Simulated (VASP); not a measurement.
# BaS (Fm-3m) in VASP: a series of runs, part 3 of 3

VASP 6.6.1. The steps go on from the part before.

## (5) Single point, PBEsol

The input, INCAR:

```
SYSTEM = BaS
PREC = Accurate
ENCUT = 520
EDIFF = 1E-6
ISMEAR = -1
SIGMA = 0.1
LREAL = .FALSE.
LASPH = .TRUE.
NELM = 80
ALGO = Normal
ISIF = 2
LWAVE = .FALSE.
LCHARG = .FALSE.
GGA = PS
NBANDS = 15
```

The input, KPOINTS:

```
Automatic mesh
0
G
  14 14 14
  0 0 0
```

The input, POSCAR:

```
BaS
1.0
    0.0000000000      3.1662959514      3.1662959514
    3.1662959514      0.0000000000      3.1662959514
    3.1662959514      3.1662959514      0.0000000000
Ba S
1 1
Direct
    0.0000000000      0.0000000000      0.0000000000
    0.5000000000      0.5000000000      0.5000000000
```

Potentials or basis: VASP PAW PBE potentials, release 64 (Ba_sv, S).

Command:

```console
cat potpaw_PBE.64/Ba_sv/POTCAR potpaw_PBE.64/S/POTCAR > POTCAR
mpirun -np 1 vasp_std > vasp.out
```

OUTCAR:

```text
SYSTEM = BaS
   PREC = Accurate
   ENCUT = 520
   EDIFF = 1E-6
   ISMEAR = -1
   LREAL = .FALSE.
   LASPH = .TRUE.
   NELM = 80
   ISIF = 2
   GGA = PS

 ion  position               nearest neighbor table
   1  0.000  0.000  0.000-   2 3.17   2 3.17   2 3.17   2 3.17   2 3.17   2 3.17
   2  0.500  0.500  0.500-   1 3.17   1 3.17   1 3.17   1 3.17   1 3.17   1 3.17

  LATTYP: Found a face centered cubic cell.
 ALAT       =     6.3325919028

  Lattice vectors:

 A1 = (   0.0000000000,   3.1662959514,   3.1662959514)
 A2 = (   3.1662959514,   0.0000000000,   3.1662959514)
 A3 = (   3.1662959514,   3.1662959514,   0.0000000000)

Analysis of symmetry for initial positions (statically):
=====================================================================
 Subroutine PRICEL returns:
 Original cell was already a primitive cell.

 Routine SETGRP: Setting up the symmetry group for a
 face centered cubic supercell.

 Subroutine GETGRP returns: Found 48 space group operations
 (whereof 48 operations were pure point group operations)
 out of a pool of 48 trial point group operations.

The static configuration has the point symmetry O_h .

Analysis of symmetry for dynamics (positions and initial velocities):
=====================================================================
 Subroutine PRICEL returns:
 Original cell was already a primitive cell.

 Routine SETGRP: Setting up the symmetry group for a
 face centered cubic supercell.

 Subroutine GETGRP returns: Found 48 space group operations
 (whereof 48 operations were pure point group operations)
 out of a pool of 48 trial point group operations.

The dynamic configuration has the point symmetry O_h .

 Subroutine INISYM returns: Found 48 space group operations
 (whereof 48 operations are pure point group operations),
 and found     1 'primitive' translations

----------------------------------------------------------------------------------------

                                     Primitive cell

  volume of cell :      63.4870

  direct lattice vectors                    reciprocal lattice vectors
     0.000000000  3.166295951  3.166295951    -0.157913223  0.157913223  0.157913223
     3.166295951  0.000000000  3.166295951     0.157913223 -0.157913223  0.157913223
     3.166295951  3.166295951  0.000000000     0.157913223  0.157913223 -0.157913223

  length of vectors
     4.477818677  4.477818677  4.477818677     0.273513726  0.273513726  0.273513726

  position of ions in fractional coordinates (direct lattice)
     0.000000000  0.000000000  0.000000000
     0.500000000  0.500000000  0.500000000

  ion indices of the primitive-cell ions
   primitive index   ion index
                 1           1
                 2           2

----------------------------------------------------------------------------------------

 KPOINTS: Automatic mesh

Automatic generation of k-mesh.
 Grid dimensions read from file:
 generate k-points for:   14   14   14

 Generating k-lattice:

  Cartesian coordinates                     Fractional coordinates (reciprocal lattice)
    -0.011279516  0.011279516  0.011279516     0.071428571  0.000000000  0.000000000
     0.011279516 -0.011279516  0.011279516     0.000000000  0.071428571  0.000000000
     0.011279516  0.011279516 -0.011279516     0.000000000  0.000000000  0.071428571

  Length of vectors
     0.019536695  0.019536695  0.019536695

  Shift w.r.t. Gamma in fractional coordinates (k-lattice)
     0.000000000  0.000000000  0.000000000

 Subroutine IBZKPT returns following result:
 ===========================================

 Found    104 irreducible k-points:

 Following reciprocal coordinates:
            Coordinates               Weight
  0.000000  0.000000  0.000000      1.000000
  0.071429  0.000000  0.000000      8.000000
  0.142857  0.000000  0.000000      8.000000
  0.214286  0.000000  0.000000      8.000000
  0.285714  0.000000  0.000000      8.000000
  0.357143  0.000000  0.000000      8.000000
[... 16 lines left out ...]
  0.214286  0.142857  0.000000     24.000000
  0.285714  0.142857  0.000000     24.000000
 [... further k-points ...]
   k-points           NKPTS =    104   k-points in BZ     NKDIM =    104   number of bands    NBANDS=     15
   number of dos      NEDOS =    301   number of ions     NIONS =      2
   total plane-waves  NPLWV =  46656
   dimension x,y,z NGX =    36 NGY =   36 NGZ =   36
   dimension x,y,z NGXF=    72 NGYF=   72 NGZF=   72
   ions per type =               1   1
   NGX,Y,Z   is equivalent  to a cutoff of  13.37, 13.37, 13.37 a.u.
   NGXF,Y,Z  is equivalent  to a cutoff of  26.73, 26.73, 26.73 a.u.
 SYSTEM =  BaS
   PREC   = accura    normal or accurate (medium, high low for compatibility)
   ISTART =      0    job   : 0-new  1-cont  2-samecut
   ICHARG =      2    charge: 1-file 2-atom 10-const
   ISPIN  =      1    spin polarized calculation?
   LNONCOLLINEAR =      F non collinear calculations
   LSORBIT =      F    spin-orbit coupling
   LASPH  =      T    aspherical Exc in radial PAW
   ENCUT  =  520.0 eV  38.22 Ry    6.18 a.u.   8.33  8.33  8.33*2*pi/ulx,y,z
   NELM   =     80;   NELMIN=  2; NELMDL= -5     # of ELM steps
   EDIFF  = 0.1E-05   stopping-criterion for ELM
   LREAL  =      F    real-space projection
   EDIFFG = 0.1E-04   stopping-criterion for IOM
   NSW    =      0    number of steps for IOM
   IBRION =     -1    ionic relax: 0-MD 1-quasi-New 2-CG
   NFREE  =      0    steps in history (QN), initial steepest desc. (CG)
   ISIF   =      2    stress and relaxation
   ISYM   =      2    0-nonsym 1-usesym 2-fastsym
   POTIM  = 0.5000    time-step for ionic-motion
   TEBEG  =    0.0;   TEEND  =   0.0 temperature during run
   PSTRESS=    0.0 pullay stress
   NELECT =      16.0000    total number of electrons
   NUPDOWN=      -1.0000    fix difference up-down
   EMIN   =  10.00;   EMAX   =-10.00  energy-range for DOS
   EFERMI =   0.00;   METHOD = LEGACY
   ISMEAR =    -1;   SIGMA  =   0.10  broadening in eV -4-tet -1-fermi 0-gaus
   EFERMI_NEDOS =   21; number of points for ismear=-14 and -15
   IALGO  =     38    algorithm
   IMIX   =      4    mixing-type and parameters
     AMIX     =   0.40;   BMIX     =  1.00
     AMIX_MAG =   1.60;   BMIX_MAG =  1.00
  volume/ion in A,a.u.               =      31.74       214.22
  Fermi-wavevector in a.u.,A,eV,Ry     =   1.034078  1.954124 14.548947  1.069317
  Thomas-Fermi vector in A             =   2.168356
   LORBIT       =      0    0 simple, 1 ext, 2 COOP (PROOUT), +10 PAW based schemes
   GGA     = PS    functional components
   LHFCALC =     F    Hartree Fock is set to
   AEXX    =    0.0000 exact exchange contribution
   IVDW    =     0    specifies the selected vdW correction
   LEPSILON=     F    determine dielectric tensor
   LRPA    =     F    only Hartree local field effects (RPA)
 non-spin polarized calculation
  energy-cutoff  :      520.00
  volume of cell :       63.49
 maximum number of plane-waves:      1735
 NGX is ok and might be reduce to    36
   NGX = 17   NGY = 17   NGZ = 17

 number of electron      15.9999999 magnetization

 Free energy of the ion-electron system (eV)
  ---------------------------------------------------
  ext. energy  EPLUGINS =         0.00000000
  ---------------------------------------------------
  free energy    TOTEN  =       -10.71737457 eV

  energy without entropy =      -10.71736897  energy(sigma->0) =      -10.71737177

 E-fermi :   2.5466     XC(G=0):  -8.9318

 val. band max:        1.4790257944   @ k =   0.0000   0.0000   0.0000
 cond. band min:       3.4124738866   @ k =   0.5000   0.5000   0.0000
 fundamental gap:      1.9334480922
 Fermi energy:         2.5466014018

 k-point     1 :       0.0000    0.0000    0.0000
  band No.  band energies     occupation
      1     -24.4774      2.00000
      2      -9.5165      2.00000
      3      -9.5165      2.00000
      4      -9.5165      2.00000
      5      -8.9146      2.00000
      6       1.4790      1.99995
      7       1.4790      1.99995
      8       1.4790      1.99995
      9       5.0127      0.00000
     10       5.2626      0.00000
     11       5.2626      0.00000
     12       5.2626      0.00000
     13       6.2445      0.00000
     14       6.2445      0.00000
     15      10.0321      0.00000
[... 397 lines left out ...]
 k-point    24 :       0.2857    0.1429    0.0000
  band No.  band energies     occupation
      1     -24.4466      2.00000
      2     -10.3155      2.00000
      3      -9.5917      2.00000
      4      -9.5781      2.00000
      5      -8.0777      2.00000
      6       0.1044      2.00000
      7       0.9820      2.00000
      8       1.0913      2.00000
      9       4.7127      0.00000
     10       6.4188      0.00000
     11       6.8046      0.00000
     12       6.8470      0.00000
     13       7.2082      0.00000
     14       9.1808      0.00000
     15      12.3404      0.00000

 [... further k-points ...]
[... 5 lines left out ...]
  --------------------------------------------------------------------------------------
  -------------------------------------------------------------------------------------
  Total        0.2629740      0.2629740      0.2629740      0.0000000     -0.0000000      0.0000000
  in kB        6.6364958      6.6364958      6.6364958      0.0000000     -0.0000000      0.0000000
  external PRESSURE =       6.6364958 kB  Pullay stress =       0.0000000 kB

 VOLUME and BASIS-vectors are now :
 -----------------------------------------------------------------------------
  energy-cutoff  :      520.00
  volume of cell :       63.49
      direct lattice vectors                 reciprocal lattice vectors
     0.000000000  3.166295951  3.166295951    -0.157913223  0.157913223  0.157913223
     3.166295951  0.000000000  3.166295951     0.157913223 -0.157913223  0.157913223
     3.166295951  3.166295951  0.000000000     0.157913223  0.157913223 -0.157913223

 POSITION                                       TOTAL-FORCE (eV/Angst)
 -----------------------------------------------------------------------------------
      0.00000      0.00000      0.00000         0.000000     -0.000000      0.000000
      3.16630      3.16630      3.16630        -0.000000      0.000000     -0.000000
 -----------------------------------------------------------------------------------
    total drift:                                0.000000      0.000000      0.000000

  FREE ENERGIE OF THE ION-ELECTRON SYSTEM (eV)
  ---------------------------------------------------
  free  energy   TOTEN  =       -10.7173745678 eV

  energy  without entropy=      -10.7173689671  energy(sigma->0) =      -10.71737177
```

stdout:

```text
POSCAR found type information on POSCAR BaS
 POSCAR found :  2 types and       2 ions
 scaLAPACK will be used
 -----------------------------------------------------------------------------
|                                                                             |
|                                                                             |
|     You enforced a specific xc type in the INCAR file but a different       |
|     I HOPE YOU KNOW WHAT YOU ARE DOING!                                     |
|                                                                             |
 -----------------------------------------------------------------------------

 LDA part: xc-table for (Slater+PW92), standard interpolation
 POSCAR, INCAR and KPOINTS ok, starting setup
 FFT: planning ... GRIDC
 FFT: planning ... GRID_SOFT
 FFT: planning ... GRID
 WAVECAR not read
 entering main loop
```

Wall time 85 s (1 thread of Intel Xeon 6975P-C, shared host); peak memory 0.27 GiB.

Results:

| Quantity | Value |
| --- | --- |
| Free energy | -10.7174 eV |
| Pressure | 0.7 GPa |
| Band gap on the k mesh | 1.93 eV, indirect (least direct gap 2.06 eV) |

Caveat: the PAW data sets were made with another functional, which shifts forces and pressure a little; spin-orbit coupling is left out, which moves the levels of the heavy elements.

## (6) Relaxation of cell and atoms, PBEsol

This run uses another cell than the first one, of 32.58 Å³/atom, 1.026 times its volume.

The input, INCAR:

```
SYSTEM = BaS
PREC     = Accurate       ! precision mode
ENCUT    = 600            ! plane-wave cutoff, eV
EDIFF    = 1E-6           ! SCF threshold, eV
ISMEAR   = -1             ! smearing method
SIGMA    = 0.1            ! smearing width, eV
LREAL    = .False.        ! projectors in reciprocal space
LASPH    = .True.         ! aspherical terms in the spheres
NELM     = 80             ! most SCF steps
ALGO     = Normal         ! electronic algorithm
ISIF     = 3              ! what is computed and relaxed
LWAVE    = .False.        ! write WAVECAR
LCHARG   = .False.        ! write CHGCAR
GGA      = PS             ! functional
IBRION   = 2              ! ionic algorithm
NSW      = 100            ! ionic steps
EDIFFG   = -0.002         ! ionic threshold
```

The input, KPOINTS:

```
regular mesh
0
Gamma
  14 14 14
  0 0 0
```

The input, POSCAR:

```
BaS
1.0
    0.0000000000      3.1937500000      3.1937500000
    3.1937500000      0.0000000000      3.1937500000
    3.1937500000      3.1937500000      0.0000000000
Ba S
1 1
Direct
    0.0000000000      0.0000000000      0.0000000000
    0.5000000000      0.5000000000      0.5000000000
```

Potentials or basis: VASP PAW PBE potentials, release 64 (Ba_sv, S).

Command:

```console
cat potpaw_PBE.64/Ba_sv/POTCAR potpaw_PBE.64/S/POTCAR > POTCAR
mpirun -np 1 vasp_std > vasp.out
```

It took 2.5 min on 1 thread of Intel Xeon 6975P-C, shared host; peak memory 0.29 GiB.

Results (log left out):

```yaml
Free_energy: -10.7195 eV
Relaxed_volume: 32.20 Å³/atom
Relaxed_cell: a = 4.499 Å, b = 4.499 Å, c = 4.499 Å, α = 60.00°, β = 60.00°, γ = 60.00°
Space_group_after_relaxing_to_0.05_Å: Fm-3m (No. 225)
Energy_gained_by_relaxing: 0.6 meV/atom
Ionic_steps: 3
Pressure_after_relaxing: 0.0 GPa
Band_gap_on_the_k_mesh: 1.96 eV, indirect (least direct gap 2.09 eV)
```

Step by step:
```
step  energy change (eV)  largest force (eV/Å)  pressure (GPa)  volume (Å³)
   1              0.0000                0.0000           -0.52        65.15
   2             -0.0011                0.0000            0.18        64.16
   3             -0.0012                0.0000            0.00        64.40
```

Final structure:
```xyz
2
Lattice="0.0000 3.1814 3.1814 3.1814 0.0000 3.1814 3.1814 3.1814 0.0000" Properties=species:S:1:pos:R:3 pbc="T T T"
Ba    0.0000    0.0000    0.0000
S     3.1814    3.1814    3.1814
```

Levels at points of the mesh, in eV from the valence-band top:
| k point | band 4 | band 5 | band 6 | band 7 | band 8 | band 9 | band 10 | band 11 | band 12 |
| --- | --- | --- | --- | --- | --- | --- | --- | --- | --- |
| (0.00, 0.00, 0.00) | -11.04 | -10.37 | 0.00 | 0.00 | 0.00 | 3.46 | 3.78 | 3.78 | 3.78 |
| (0.50, 0.00, 0.00) | -11.08 | -9.04 | -2.02 | -1.13 | -1.13 | 5.51 | 5.56 | 6.31 | 6.31 |
| (0.50, 0.50, 0.00) | -11.25 | -10.28 | -0.53 | -0.13 | -0.13 | 1.96 | 5.93 | 5.99 | 7.55 |

Caveat: the PAW data sets were made with another functional, which shifts forces and pressure a little; spin-orbit coupling is left out, which moves the levels of the heavy elements.

## (7) Summary

```csv
task,cell,k mesh,cutoff (eV),smearing,gap on the mesh (eV),pressure (GPa)
relaxation of cell and atoms,"relaxed to 7 GPa from a = 4.478 Å, angles 60.0°, 2 atoms",8 × 8 × 8,600,gaussian 0.01 eV,1.70,7.0
relaxation of cell and atoms,"relaxed to 10 GPa from a = 4.478 Å, angles 60.0°, 2 atoms",8 × 8 × 8,600,gaussian 0.01 eV,1.60,10.0
relaxation of cell and atoms,"relaxed to 15 GPa from a = 4.478 Å, angles 60.0°, 2 atoms",8 × 8 × 8,600,gaussian 0.01 eV,1.39,15.0
single point,"a = 4.478 Å, angles 60.0°, 2 atoms",14 × 14 × 14,520,fermi-dirac 0.1 eV,1.93,0.7
relaxation of cell and atoms,"relaxed from a = 4.517 Å, angles 60.0°, 2 atoms",14 × 14 × 14,600,fermi-dirac 0.1 eV,1.96,0.0
```

Alike in all rows: level PBEsol; potentials or basis VASP PAW PBE potentials, release 64 (Ba_sv, S); no spin polarisation.

Caveats: the PAW data sets were made with another functional, which shifts forces and pressure a little; spin-orbit coupling is left out, which moves the levels of the heavy elements; the cell is relaxed towards a set pressure, so the enthalpy falls and the energy may rise (some runs); the volume moved by over 15 % at a fixed basis, so the end points are rough (some runs).

Absolute energies hang on the potentials; compare differences alone.
